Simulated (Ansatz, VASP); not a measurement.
# Pd in VASP and in Ansatz

```
CELL_PARAMETERS angstrom
0.00000 1.92028 1.92028
1.92028 0.00000 1.92028
1.92028 1.92028 0.00000
ATOMIC_POSITIONS crystal
Pd 0.00000 0.00000 0.00000
```

Alike in both runs: task single point; functional LDA; k mesh 14 × 14 × 14; occupations fermi-dirac, width 0.05 eV; collinear spin.

|  | VASP | Ansatz |
| --- | --- | --- |
| version | VASP 6.6.1 | Ansatz 0.2.0 |
| potentials or method | VASP PAW LDA potentials, release 64 (Pd), cutoff 520 eV | plane waves (800 eV) with PAW, scalar-relativistic |
| valence electrons in the cell | 10 | 18 |

|  | VASP | Ansatz | Ansatz less VASP |
| --- | --- | --- | --- |
| pressure (GPa) | 0.3 | -0.1 | -0.32 |
| net moment per atom (μB) | 0.00 | 0.00 | 0.000 |

Ansatz warns that its potentials were made for another functional, while VASP's fit it. LDA's correlation is that of Perdew and Zunger in VASP and of Perdew and Wang (1992) in Ansatz. VASP's potentials hold 10 valence electrons a cell and Ansatz's 18, so a difference there can come from the potentials and not from the codes. Ansatz's warnings: seeded moment not kept.
